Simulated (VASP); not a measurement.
A run of VASP 6.6.1 is set up as follows.

File INCAR:

```
SYSTEM = Mn3Si
ALGO = Normal
EDIFF = 1E-7
ENCUT = 520
GGA = CA
ISIF = 2
ISMEAR = -1
ISPIN = 2
LASPH = .TRUE.
LCHARG = .FALSE.
LMAXMIX = 4
LORBIT = 11
LREAL = .FALSE.
LWAVE = .FALSE.
MAGMOM = 0 0 0 0
NBANDS = 34
NELM = 150
NUPDOWN = 0.0
PREC = Accurate
SIGMA = 0.05
```

File KPOINTS:

```
k-points
0
G
  10 10 10
  0 0 0
```

Contents of POSCAR:

```
Mn3Si
1.0
    0.0000000000      2.8610000000      2.8610000000
    2.8610000000      0.0000000000      2.8610000000
    2.8610000000      2.8610000000      0.0000000000
Mn Si
3 1
Direct
    0.5000000000      0.5000000000      0.5000000000
    0.2500000000      0.2500000000      0.2500000000
    0.7500000000      0.7500000000      0.7500000000
    0.0000000000      0.0000000000      0.0000000000
```

Potentials or basis: VASP PAW LDA potentials, release 64 (Mn_pv, Si).

Launch:

```bash
$ cat potpaw_LDA.64/Mn_pv/POTCAR potpaw_LDA.64/Si/POTCAR > POTCAR
$ mpirun -np 1 vasp_std > vasp.out
```

(1) What does it give for the pressure?

## Answers

(1) -30.4 GPa.

Caveat: the cell stands under tension; the total moment is fixed, so each spin has its own Fermi level.
